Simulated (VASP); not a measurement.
Set up this calculation in VASP 6.6.1, as the native input.

| Quantity | Value |
| --- | --- |
| Task | single point |
| Functional | PBE |
| Potentials or basis | VASP PAW PBE potentials, release 64 (Al) |
| Cutoff | 500 eV |
| k mesh | 12 × 12 × 12 |
| Occupations | methfessel-paxton, width 0.15 eV |
| Spin | no spin polarisation |
| Dipole correction | no |
| Further INCAR settings | ALGO = Normal; EDIFF = 1e-06; NBANDS = 8 |

The structure of Al lies in POSCAR:

```
Al
1.0
    0.0000000000      1.9834708509      1.9834708509
    1.9834708509      0.0000000000      1.9834708509
    1.9834708509      1.9834708509      0.0000000000
Al
1
Direct
    0.0000000000      0.0000000000      0.0000000000
```

These files were run (other wordings do the same):

INCAR

```
ALGO = Normal
EDIFF = 1E-6
ENCUT = 500
GGA = PE
GGA_COMPAT = False
ISIF = 2
ISMEAR = 1
LASPH = True
LCHARG = False
LREAL = False
LWAVE = False
NBANDS = 8
NELM = 120
PREC = Accurate
SIGMA = 0.15
```

KPOINTS

```
k-points
0
Gamma
  12 12 12
```

Potentials or basis: VASP PAW PBE potentials, release 64 (Al).

Command:

```bash
$ cat potpaw_PBE.64/Al/POTCAR > POTCAR
$ mpirun -np 1 vasp_std > vasp.out
```

It gave:

| Property | Result |
| --- | --- |
| Pressure | 5.1 GPa |

It took 4.7 s on 1 thread of Intel(R) Xeon(R) Platinum 8488C (Sapphire Rapids) (shared host), peak memory 0.12 GiB.
